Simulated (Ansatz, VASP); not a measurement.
**Tl4Br in VASP and in Ansatz**

File INCAR:

```
ALGO = Normal
EDIFF = 1E-6
EDIFFG = -0.01
ENCUT = 600
GGA = PE
IBRION = 2
ISIF = 3
ISMEAR = 0
LASPH = T
LCHARG = F
LREAL = F
LWAVE = F
NELM = 100
NSW = 100
PREC = Accurate
SIGMA = 0.1
```

The input KPOINTS:

```
k-points
0
Gamma
  8 8 8
```

POSCAR

```
Tl4Br
1.0
   -3.6706483411      3.6706483411      3.6706483411
    3.6706483411     -3.6706483411      3.6706483411
    3.6706483411      3.6706483411     -3.6706483411
Tl Br
4 1
Direct
    0.0000000000      0.0000000000      0.5000000000
    0.5000000000      0.0000000000      0.0000000000
    0.0000000000      0.5000000000      0.0000000000
    0.5000000000      0.5000000000      0.5000000000
    0.0000000000      0.0000000000      0.0000000000
```

Input for Ansatz:

```yaml
crystal:
  lattice:
    - [-3.6706483411, 3.6706483411, 3.6706483411]
    - [3.6706483411, -3.6706483411, 3.6706483411]
    - [3.6706483411, 3.6706483411, -3.6706483411]
  atoms:
    - { symbol: Tl, position: [0.0, 0.0, 0.5] }
    - { symbol: Tl, position: [0.5, 0.0, 0.0] }
    - { symbol: Tl, position: [0.0, 0.5, 0.0] }
    - { symbol: Tl, position: [0.5, 0.5, 0.5] }
    - { symbol: Br, position: [0.0, 0.0, 0.0] }
basis:
  ecutwfc: 420
kpoints:
  mp_grid: { grid: [8, 8, 8] }
hamiltonian:
  xc: pbe
scf:
  occupations: { method: gaussian, width: 0.1 }
output:
  forces: true
  stress: true
  eigenvalues: true
relax:
  adjacent_minimum: "off"
  f_tol: 0.01
  max_steps: 80
  cell: { stress_tol: 0.05 }
```

Change from the starting cell: species swapped into the Hg4Pt type (Im-3m, No. 229).

Alike in both runs: task relaxation of cell and atoms; functional PBE; k mesh 8 × 8 × 8; occupations gaussian, width 0.1 eV; no spin polarisation.

|  | VASP | Ansatz |
| --- | --- | --- |
| version | VASP 6.6.1 | Ansatz 0.2.0 |
| potentials or method | VASP PAW PBE potentials, release 64 (Tl_d, Br), cutoff 600 eV | scalar-relativistic, plane waves, PAW |
| valence electrons in the cell | 59 | 59 |

```csv
,VASP,Ansatz,Ansatz less VASP
"gap on the k mesh at the Fermi level, each at its own relaxed structure (eV)",none,none,-
relaxed volume (Å³/atom),40.29,40.33,+0.043
relaxed cell length with the largest relative difference (Å),6.396,6.398,+0.0023
```

A gap of «none» marks a metal or a gap that the smearing closes.

Spin-orbit coupling is off throughout.
